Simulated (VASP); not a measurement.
## Na16H (a cell with a defect): single point with PBEsol

System: Na16H (a cell with a defect).

```
Na H
1.0
     8.46000    0.00000    0.00000
     0.00000    8.46000    0.00000
     0.00000    0.00000    8.46000
Na H
16 1
Direct
  0.03194 0.97074 0.96816
  0.48063 0.02565 0.01798
  0.96270 0.46152 0.05028
  0.91532 0.95974 0.53573
  0.22135 0.27882 0.30102
  0.41358 0.58544 0.00686
  0.52065 0.02942 0.38897
  0.74264 0.25671 0.25670
  0.01054 0.50975 0.56047
  0.28564 0.79720 0.30080
  0.25625 0.13645 0.72086
  0.51345 0.45220 0.50586
  0.80288 0.80041 0.16661
  0.70811 0.19314 0.75759
  0.36110 0.68621 0.67570
  0.63915 0.80233 0.81396
  0.53946 0.53073 0.26513
```

```yaml
Program: VASP 6.6.1
Task: single point
Functional: PBEsol
Potentials_or_basis: VASP PAW PBE potentials, release 64 (Na_pv, H)
Cutoff: 520 eV
k_mesh: 2 × 2 × 2
Occupations: fermi-dirac, width 0.15 eV
Spin: no spin polarisation
```

| Property | Result |
| --- | --- |
| Pressure | 0.6 GPa |
| Largest force | 0.933 eV/Å |
| Band gap on the k mesh | zero (an odd number of electrons rules out a gap without spin polarisation) |

Forces in eV/Å, atoms in the order of the input:
```
Na   0.143  0.070 -0.024
Na  -0.291  0.259  0.166
Na   0.197  0.123 -0.349
Na   0.216 -0.066 -0.121
Na  -0.029 -0.106 -0.133
Na   0.108 -0.537  0.565
Na   0.091 -0.141  0.621
Na   0.097  0.224 -0.103
Na  -0.172  0.006  0.023
Na  -0.392 -0.321 -0.068
Na   0.101  0.222 -0.234
Na   0.289 -0.178 -0.166
Na  -0.342 -0.239  0.482
Na   0.075  0.307  0.052
Na  -0.805  0.460 -0.107
Na   0.786 -0.086 -0.357
H   -0.070  0.003 -0.247
```

Stress tensor (GPa, compression positive):
```
 0.62  0.49 -0.34
 0.49  0.24  0.00
-0.34  0.00  1.03
```

Levels at points of the mesh, in eV from the Fermi level:
```
           k point  band 53  band 54  band 55  band 56  band 57  band 58  band 59  band 60
(0.00, 0.00, 0.00)    -1.03    -0.91    -0.74    -0.13     0.73     0.84     0.88     0.93
(0.50, 0.00, 0.00)    -0.68    -0.48    -0.40    -0.31    -0.24    -0.20     0.42     1.31
(0.00, 0.50, 0.00)    -0.63    -0.61    -0.52    -0.50    -0.35    -0.17     0.82     1.23
(0.00, 0.00, 0.50)    -0.60    -0.57    -0.47    -0.44    -0.29    -0.27     0.73     1.33
(0.50, 0.50, 0.00)    -1.10    -0.23    -0.21     0.05     0.09     0.15     0.25     0.33
(0.00, 0.50, 0.50)    -1.01    -0.17    -0.08    -0.04     0.00     0.17     0.23     0.32
(0.50, 0.00, 0.50)    -1.35    -0.12    -0.07     0.00     0.10     0.18     0.22     0.27
(0.50, 0.50, 0.50)    -1.47    -1.45    -1.32    -1.15     0.36     1.94     2.03     2.07
```

It took 3.4 min on 1 thread of AMD EPYC 9R45 96-Core Processor (Zen 5), with other jobs on the host, peak memory 0.61 GiB.

Caveat: the k points lie up to 0.37 Å⁻¹ apart, too coarse for converged energies and pressures of a metal; the atoms stand as in a frame of molecular dynamics; the PAW data sets were made with another functional, which shifts forces and pressure a little.
